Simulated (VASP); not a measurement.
# HgTe (rocksalt type) (Fm-3m) in VASP: further runs

HgTe (rocksalt type) is run at these levels: PBE; tasks: single point.

All numbers are computed with VASP 6.6.1; they aren't measurements. Logs are shortened: lines on timing, memory, paths and dates and some standing lists are left out, and cuts for length are marked.

## 1. The cell of the first run

The structure is cubic, space group Fm-3m (No. 225). Conventional cell: a = 6.144 Å, b = 6.144 Å, c = 6.144 Å, α = 90.00°, β = 90.00°, γ = 90.00°. Hg (site symmetry m-3m) has 6 Te at 3.07 Å within 4.0 Å. Within 4.0 Å of Te (site symmetry m-3m) lie 6 Hg at 3.07 Å.

## 2. Single point, PBE

INCAR

```
SYSTEM = HgTe
  PREC = Accurate
  ENCUT = 520
  EDIFF = 1E-7
  ISMEAR = -1
  SIGMA = 0.1
  LREAL = .FALSE.
  LASPH = .TRUE.
  NELM = 100
  ALGO = Normal
  ISIF = 2
  LWAVE = .FALSE.
  LCHARG = .TRUE.
  GGA = PE
  LELF = .TRUE.
  LVHAR = .TRUE.
  NBANDS = 16
```

KPOINTS

```
Automatic mesh
0
G
  11 11 11
  0 0 0
```

POSCAR

```
HgTe
1.0
    0.0000000000      3.0722318150      3.0722318150
    3.0722318150      0.0000000000      3.0722318150
    3.0722318150      3.0722318150      0.0000000000
Hg Te
1 1
Direct
    0.0000000000      0.0000000000      0.0000000000
    0.5000000000      0.5000000000      0.5000000000
```

Potentials or basis: VASP PAW PBE potentials, release 64 (Hg, Te).

On the command line:

```sh
> cat potpaw_PBE.64/Hg/POTCAR potpaw_PBE.64/Te/POTCAR > POTCAR
> mpirun -np 1 vasp_std > vasp.out
```

OUTCAR:

```text
SYSTEM = HgTe
   PREC = Accurate
   ENCUT = 520
   EDIFF = 1E-7
   ISMEAR = -1
   LREAL = .FALSE.
   LASPH = .TRUE.
   NELM = 100
   ISIF = 2
   GGA = PE

 ion  position               nearest neighbor table
   1  0.000  0.000  0.000-   2 3.07   2 3.07   2 3.07   2 3.07   2 3.07   2 3.07
   2  0.500  0.500  0.500-   1 3.07   1 3.07   1 3.07   1 3.07   1 3.07   1 3.07

  LATTYP: Found a face centered cubic cell.
 ALAT       =     6.1444636300

  Lattice vectors:

 A1 = (   0.0000000000,   3.0722318150,   3.0722318150)
 A2 = (   3.0722318150,   0.0000000000,   3.0722318150)
 A3 = (   3.0722318150,   3.0722318150,   0.0000000000)

Analysis of symmetry for initial positions (statically):
=====================================================================
 Subroutine PRICEL returns:
 Original cell was already a primitive cell.

 Routine SETGRP: Setting up the symmetry group for a
 face centered cubic supercell.

 Subroutine GETGRP returns: Found 48 space group operations
 (whereof 48 operations were pure point group operations)
 out of a pool of 48 trial point group operations.

The static configuration has the point symmetry O_h .

Analysis of symmetry for dynamics (positions and initial velocities):
=====================================================================
 Subroutine PRICEL returns:
 Original cell was already a primitive cell.

 Routine SETGRP: Setting up the symmetry group for a
 face centered cubic supercell.

 Subroutine GETGRP returns: Found 48 space group operations
 (whereof 48 operations were pure point group operations)
 out of a pool of 48 trial point group operations.

The dynamic configuration has the point symmetry O_h .

 Subroutine INISYM returns: Found 48 space group operations
 (whereof 48 operations are pure point group operations),
 and found     1 'primitive' translations

----------------------------------------------------------------------------------------

                                     Primitive cell

  volume of cell :      57.9952

  direct lattice vectors                    reciprocal lattice vectors
     0.000000000  3.072231815  3.072231815    -0.162748136  0.162748136  0.162748136
     3.072231815  0.000000000  3.072231815     0.162748136 -0.162748136  0.162748136
     3.072231815  3.072231815  0.000000000     0.162748136  0.162748136 -0.162748136

  length of vectors
     4.344791900  4.344791900  4.344791900     0.281888040  0.281888040  0.281888040

  position of ions in fractional coordinates (direct lattice)
     0.000000000  0.000000000  0.000000000
     0.500000000  0.500000000  0.500000000

  ion indices of the primitive-cell ions
   primitive index   ion index
                 1           1
                 2           2

----------------------------------------------------------------------------------------

 KPOINTS: Automatic mesh

Automatic generation of k-mesh.
 Grid dimensions read from file:
 generate k-points for:   11   11   11

 Generating k-lattice:

  Cartesian coordinates                     Fractional coordinates (reciprocal lattice)
    -0.014795285  0.014795285  0.014795285     0.090909091  0.000000000  0.000000000
     0.014795285 -0.014795285  0.014795285     0.000000000  0.090909091  0.000000000
     0.014795285  0.014795285 -0.014795285     0.000000000  0.000000000  0.090909091

  Length of vectors
     0.025626185  0.025626185  0.025626185

  Shift w.r.t. Gamma in fractional coordinates (k-lattice)
     0.000000000  0.000000000  0.000000000

 Subroutine IBZKPT returns following result:
 ===========================================

 Found     56 irreducible k-points:

 Following reciprocal coordinates:
            Coordinates               Weight
  0.000000  0.000000  0.000000      1.000000
  0.090909  0.000000  0.000000      8.000000
  0.181818  0.000000  0.000000      8.000000
  0.272727  0.000000  0.000000      8.000000
  0.363636  0.000000  0.000000      8.000000
  0.454545  0.000000  0.000000      8.000000
[... 16 lines left out ...]
 -0.272727  0.181818  0.000000     24.000000
 -0.181818  0.181818  0.000000     12.000000
 [... further k-points ...]
   k-points           NKPTS =     56   k-points in BZ     NKDIM =     56   number of bands    NBANDS=     16
   number of dos      NEDOS =    301   number of ions     NIONS =      2
   total plane-waves  NPLWV =  32768
   dimension x,y,z NGX =    32 NGY =   32 NGZ =   32
   dimension x,y,z NGXF=    64 NGYF=   64 NGZF=   64
   ions per type =               1   1
   NGX,Y,Z   is equivalent  to a cutoff of  12.24, 12.24, 12.24 a.u.
   NGXF,Y,Z  is equivalent  to a cutoff of  24.49, 24.49, 24.49 a.u.
 SYSTEM =  HgTe
   PREC   = accura    normal or accurate (medium, high low for compatibility)
   ISTART =      0    job   : 0-new  1-cont  2-samecut
   ICHARG =      2    charge: 1-file 2-atom 10-const
   ISPIN  =      1    spin polarized calculation?
   LNONCOLLINEAR =      F non collinear calculations
   LSORBIT =      F    spin-orbit coupling
   LASPH  =      T    aspherical Exc in radial PAW
   ENCUT  =  520.0 eV  38.22 Ry    6.18 a.u.   8.08  8.08  8.08*2*pi/ulx,y,z
   NELM   =    100;   NELMIN=  2; NELMDL= -5     # of ELM steps
   EDIFF  = 0.1E-06   stopping-criterion for ELM
   LREAL  =      F    real-space projection
   EDIFFG = 0.1E-05   stopping-criterion for IOM
   NSW    =      0    number of steps for IOM
   IBRION =     -1    ionic relax: 0-MD 1-quasi-New 2-CG
   NFREE  =      0    steps in history (QN), initial steepest desc. (CG)
   ISIF   =      2    stress and relaxation
   ISYM   =      2    0-nonsym 1-usesym 2-fastsym
   POTIM  = 0.5000    time-step for ionic-motion
   TEBEG  =    0.0;   TEEND  =   0.0 temperature during run
   PSTRESS=    0.0 pullay stress
   NELECT =      18.0000    total number of electrons
   NUPDOWN=      -1.0000    fix difference up-down
   EMIN   =  10.00;   EMAX   =-10.00  energy-range for DOS
   EFERMI =   0.00;   METHOD = LEGACY
   ISMEAR =    -1;   SIGMA  =   0.10  broadening in eV -4-tet -1-fermi 0-gaus
   EFERMI_NEDOS =   21; number of points for ismear=-14 and -15
   IALGO  =     38    algorithm
   IMIX   =      4    mixing-type and parameters
     AMIX     =   0.40;   BMIX     =  1.00
     AMIX_MAG =   1.60;   BMIX_MAG =  1.00
  volume/ion in A,a.u.               =      29.00       195.69
  Fermi-wavevector in a.u.,A,eV,Ry     =   1.108413  2.094597 16.715843  1.228580
  Thomas-Fermi vector in A             =   2.244940
   LORBIT       =      0    0 simple, 1 ext, 2 COOP (PROOUT), +10 PAW based schemes
   GGA     = PE    functional components
   LHFCALC =     F    Hartree Fock is set to
   AEXX    =    0.0000 exact exchange contribution
   IVDW    =     0    specifies the selected vdW correction
   LEPSILON=     F    determine dielectric tensor
   LRPA    =     F    only Hartree local field effects (RPA)
 non-spin polarized calculation
  energy-cutoff  :      520.00
  volume of cell :       58.00
 maximum number of plane-waves:      1584
   NGX = 17   NGY = 17   NGZ = 17

 number of electron      18.0000000 magnetization

 Free energy of the ion-electron system (eV)
  ---------------------------------------------------
  ext. energy  EPLUGINS =         0.00000000
  ---------------------------------------------------
  free energy    TOTEN  =        -3.36560750 eV

  energy without entropy =       -3.32708874  energy(sigma->0) =       -3.34634812

 E-fermi :   4.1312     XC(G=0):  -9.7688

 val. band max:        4.1135482024   @ k =  -0.1818   0.0909   0.0000
 cond. band min:       4.1910813156   @ k =  -0.3636   0.4545   0.0909
 fundamental gap:      0.0775331132
 Fermi energy:         4.1312169150

 k-point     1 :       0.0000    0.0000    0.0000
  band No.  band energies     occupation
      1      -7.7342      2.00000
      2      -2.4671      2.00000
      3      -2.4671      2.00000
      4      -2.4095      2.00000
      5      -2.4095      2.00000
      6      -2.4095      2.00000
[... 8 lines left out ...]
     15      11.8753      0.00000
     16      11.8753      0.00000

 k-point     2 :       0.0909    0.0000    0.0000
  band No.  band energies     occupation
      1      -7.6654      2.00000
      2      -2.4922      2.00000
      3      -2.4922      2.00000
      4      -2.4179      2.00000
      5      -2.4001      2.00000
      6      -2.4001      2.00000
[... 8 lines left out ...]
     15      12.0950      0.00000
     16      12.0950      0.00000

 k-point     3 :       0.1818    0.0000    0.0000
  band No.  band energies     occupation
      1      -7.4675      2.00000
      2      -2.5633      2.00000
      3      -2.5633      2.00000
      4      -2.4485      2.00000
      5      -2.3682      2.00000
      6      -2.3682      2.00000
[... 8 lines left out ...]
     15      12.5025      0.00000
     16      12.5025      0.00000

 k-point     4 :       0.2727    0.0000    0.0000
  band No.  band energies     occupation
      1      -7.1714      2.00000
      2      -2.6547      2.00000
      3      -2.6547      2.00000
      4      -2.5210      2.00000
      5      -2.3235      2.00000
      6      -2.3235      2.00000
[... 8 lines left out ...]
     15      13.1468      0.00000
     16      13.1468      0.00000
[... 324 lines left out ...]
 k-point    22 :      -0.3636    0.1818    0.0000
  band No.  band energies     occupation
      1      -6.6414      2.00000
      2      -2.7530      2.00000
      3      -2.7489      2.00000
      4      -2.5034      2.00000
      5      -2.2650      2.00000
      6      -2.2229      2.00000
[... 8 lines left out ...]
     15      13.7257      0.00000
     16      14.7626      0.00000

 k-point    23 :      -0.2727    0.1818    0.0000
  band No.  band energies     occupation
      1      -6.8426      2.00000
      2      -2.7451      2.00000
      3      -2.7446      2.00000
      4      -2.4685      2.00000
      5      -2.3022      2.00000
      6      -2.2417      2.00000
[... 8 lines left out ...]
     15      13.6773      0.00000
     16      15.7978      0.00000

 k-point    24 :      -0.1818    0.1818    0.0000
  band No.  band energies     occupation
      1      -7.1016      2.00000
      2      -2.7044      2.00000
      3      -2.6688      2.00000
      4      -2.4553      2.00000
      5      -2.3381      2.00000
      6      -2.2833      2.00000
[... 8 lines left out ...]
     15      13.4636      0.00000
     16      14.7828      0.00000

 [... further k-points ...]

------------------------ aborting loop because EDIFF is reached ----------------------------------------

  FORCE on cell =-STRESS in cart. coord.  units (eV):
  Direction    XX          YY          ZZ          XY          YZ          ZX
  --------------------------------------------------------------------------------------
  -------------------------------------------------------------------------------------
  Total        0.0300591      0.0300591      0.0300591      0.0000000     -0.0000000      0.0000000
  in kB        0.8304136      0.8304136      0.8304136      0.0000000     -0.0000000      0.0000000
  external PRESSURE =       0.8304136 kB  Pullay stress =       0.0000000 kB

 VOLUME and BASIS-vectors are now :
 -----------------------------------------------------------------------------
  energy-cutoff  :      520.00
  volume of cell :       58.00
      direct lattice vectors                 reciprocal lattice vectors
     0.000000000  3.072231815  3.072231815    -0.162748136  0.162748136  0.162748136
     3.072231815  0.000000000  3.072231815     0.162748136 -0.162748136  0.162748136
     3.072231815  3.072231815  0.000000000     0.162748136  0.162748136 -0.162748136

 POSITION                                       TOTAL-FORCE (eV/Angst)
 -----------------------------------------------------------------------------------
      0.00000      0.00000      0.00000         0.000000      0.000000     -0.000000
      3.07223      3.07223      3.07223        -0.000000     -0.000000      0.000000
 -----------------------------------------------------------------------------------
    total drift:                                0.000000     -0.000000     -0.000000

  FREE ENERGIE OF THE ION-ELECTRON SYSTEM (eV)
  ---------------------------------------------------
  free  energy   TOTEN  =        -3.3656074977 eV

  energy  without entropy=       -3.3270887424  energy(sigma->0) =       -3.34634812
```

Wall time 15 s (1 thread of Intel Xeon 6975P-C (Granite Rapids), shared host); peak memory 0.2 GiB.

What came out:

```
Free energy            : -3.3656 eV
Pressure               : 0.1 GPa
Band gap on the k mesh : zero (bands 9 and 10 overlap by 2.39 eV)
```

Caveat: spin-orbit coupling is left out, which moves the levels of the heavy elements.

(Continued in part 2 of 2.)
